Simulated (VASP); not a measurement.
Write the native input for VASP 6.6.1 that does the following.

```
Task                   : relaxation of cell and atoms
Functional             : PBE
Potentials or basis    : VASP PAW PBE potentials, release 64 (Mg, H)
Cutoff                 : 600 eV
k mesh                 : 12 × 12 × 8
Occupations            : gaussian, width 0.1 eV
Spin                   : no spin polarisation
Dipole correction      : no
Further INCAR settings : ALGO = Normal; EDIFF = 1e-06; IBRION = 2; EDIFFG = -0.025; NSW = 90; ISIF = 3
```

The structure of MgH lies in POSCAR:

```
MgH
1.0
    3.3888826480      0.0000000000      0.0000000000
   -1.6944413240      2.9348584636      0.0000000000
    0.0000000000      0.0000000000      5.1589827706
Mg H
2 2
Direct
    0.3333333333      0.6666666667      0.2500000000
    0.6666666667      0.3333333333      0.7500000000
    0.3333333333      0.6666666667      0.7500000000
    0.6666666667      0.3333333333      0.2500000000
```

These files were run (other wordings do the same):

INCAR

```
PREC = Accurate
ENCUT = 600
EDIFF = 1E-6
ISMEAR = 0
SIGMA = 0.1
LREAL = F
LASPH = T
NELM = 100
ALGO = Normal
ISIF = 3
LWAVE = F
LCHARG = F
GGA = PE
IBRION = 2
NSW = 90
EDIFFG = -0.025
```

KPOINTS

```
regular mesh
0
Gamma
  12 12 8
```

Potentials or basis: VASP PAW PBE potentials, release 64 (Mg, H).

Command:

```console
$ cat potpaw_PBE.64/Mg/POTCAR potpaw_PBE.64/H/POTCAR > POTCAR
$ mpirun -np 1 vasp_std > vasp.out
```

It gave:

```json
{
 "Relaxed volume": "12.63 Å³/atom",
 "Relaxed cell": "a = 3.529 Å, b = 3.529 Å, c = 4.687 Å, α = 90.00°, β = 90.00°, γ = 120.00°",
 "Space group after relaxing (to 0.05 Å)": "P6_3/mmc (No. 194)",
 "Energy gained by relaxing": "12.5 meV/atom",
 "Ionic steps": "5",
 "Pressure after relaxing": "-0.1 GPa",
 "Band gap on the k mesh": "zero (band 3 reaches 6.01 eV, above the bottom of band 4 at 1.55 eV)"
}
```

It took 50 s on 1 thread of Intel(R) Xeon(R) 6975P-C (Granite Rapids), with other jobs on the host, peak memory 0.21 GiB.
